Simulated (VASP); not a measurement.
Here is a VASP 6.6.1 calculation.

INCAR

```
SYSTEM = MoS2
ALGO = Normal ; EDIFF = 1E-6
ENCUT = 520 ; GGA = PS
ISIF = 2 ; ISMEAR = 0
LASPH = .TRUE. ; LCHARG = .FALSE.
LREAL = .FALSE. ; LWAVE = .FALSE.
NBANDS = 35 ; NELM = 60
PREC = Accurate ; SIGMA = 0.05
```

File KPOINTS:

```
k-points
0
G
  12 12 2
  0 0 0
```

Contents of POSCAR:

```
MoS2
1.0
    3.3063573982      0.0000000000      0.0000000000
   -1.6531786991      2.5777306908      0.0000000000
    0.0000000000      0.0000000000     12.5788196111
Mo S
2 4
Direct
    0.3333333333      0.6666666667      0.2500000000
    0.6666666667      0.3333333333      0.7500000000
    0.3333333333      0.6666666667      0.6260538431
    0.6666666667      0.3333333333      0.1260538431
    0.3333333333      0.6666666667      0.8739461569
    0.6666666667      0.3333333333      0.3739461569
```

Potentials or basis: VASP PAW PBE potentials, release 64 (Mo_sv, S).

Run with:

```console
$ cat potpaw_PBE.64/Mo_sv/POTCAR potpaw_PBE.64/S/POTCAR > POTCAR
$ mpirun -np 1 vasp_std > vasp.out
```

Estimate the largest force.

0.893 eV/Å.

Predict the band gap on the k mesh.

1.04 eV (least direct gap 1.72 eV).

Stress tensor (GPa, compression positive):
```
-7.21  0.00  0.00
 0.00 10.83  0.00
 0.00  0.00  0.12
```

Caveat: the cell differs from its parent crystal (strain +0.0525 x Voigt [1, -1, 0, 0, 0, 0]); the PAW data sets were made with another functional, which shifts forces and pressure a little; this functional lacks dispersion, which binds the layers, so the pressure and a relaxed spacing across them are unreliable. A k mesh can miss the band edges.
